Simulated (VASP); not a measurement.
SnSe2, 3 atoms in the cell. It takes space group P-3m1 (No. 164, trigonal). Conventional cell: a = 3.744 Å, b = 3.744 Å, c = 7.308 Å, α = 90.00°, β = 90.00°, γ = 120.00°. Within 3.8 Å of Sn (site symmetry -3m) lie 6 Se at 2.90 Å and 6 Sn at 3.74 Å. Se (site symmetry 3m) has 3 Sn at 2.90 Å and 6 Se at 3.74 Å within 3.8 Å. 

| Property | Result |
| --- | --- |
| Program | VASP 6.6.1 |
| Task | single point |
| Functional | PBE |
| Dispersion | D3(BJ) |
| Potentials or basis | VASP PAW PBE potentials, release 64 (Sn_d, Se) |
| Cutoff | 500 eV |
| k mesh | 12 × 12 × 6 |
| Occupations | gaussian, width 0.03 eV |
| Spin | no spin polarisation |
| Dipole correction | no |
| Further INCAR settings | ALGO = Normal; EDIFF = 1e-06; NBANDS = 20 |

Potentials or basis: VASP PAW PBE potentials, release 64 (Sn_d, Se).

The run is started by

```console
$ cat potpaw_PBE.64/Sn_d/POTCAR potpaw_PBE.64/Se/POTCAR > POTCAR
$ mpirun -np 1 vasp_std > vasp.out
```

Hardware: 1 thread of Intel(R) Xeon(R) 6975P-C (Granite Rapids) (shared host).

Task: How long does it take, and how much memory?

Result: Run time: 62 s on 1 thread of Intel(R) Xeon(R) 6975P-C (Granite Rapids) (shared host), peak memory 0.31 GiB. Counts: scf iterations 13, k points 100.
